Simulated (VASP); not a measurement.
TbMo, 2 atoms in the cell. The structure is cubic, space group Pm-3m (No. 221). The conventional cell has a = 3.550 Å, b = 3.550 Å, c = 3.550 Å, α = 90.00°, β = 90.00°, γ = 90.00°. Within 4.0 Å of Tb (site symmetry m-3m) lie 8 Mo at 3.07 Å and 6 Tb at 3.55 Å. Within 4.0 Å of Mo (site symmetry m-3m) lie 8 Tb at 3.07 Å and 6 Mo at 3.55 Å. 

| Quantity | Value |
| --- | --- |
| Program | VASP 6.6.1 |
| Task | single point |
| Functional | PBE |
| Potentials or basis | VASP PAW PBE potentials, release 64 (Tb, Mo_sv) |
| Cutoff | 520 eV |
| k mesh | 6 × 6 × 6 |
| Occupations | gaussian, width 0.1 eV |
| Spin | collinear spin, ferromagnetic start |
| Starting moments | [0.0, 1.0] μB |
| Dipole correction | no |
| Further INCAR settings | ALGO = Normal; EDIFF = 1e-06; NBANDS = 28 |

Potentials or basis: VASP PAW PBE potentials, release 64 (Tb, Mo_sv).

Run with:

```bash
$ cat potpaw_PBE.64/Tb/POTCAR potpaw_PBE.64/Mo_sv/POTCAR > POTCAR
$ mpirun -np 1 vasp_std > vasp.out
```

Hardware: 1 thread of AMD EPYC 7R13 Processor (Zen 3), on a shared host.

Question: How long does it take, and how much memory?

Answer: Run time: 8.1 min on 1 thread of AMD EPYC 7R13 Processor (Zen 3), with other jobs on the host, peak memory 0.19 GiB. Counts: scf iterations 142, k points 20.
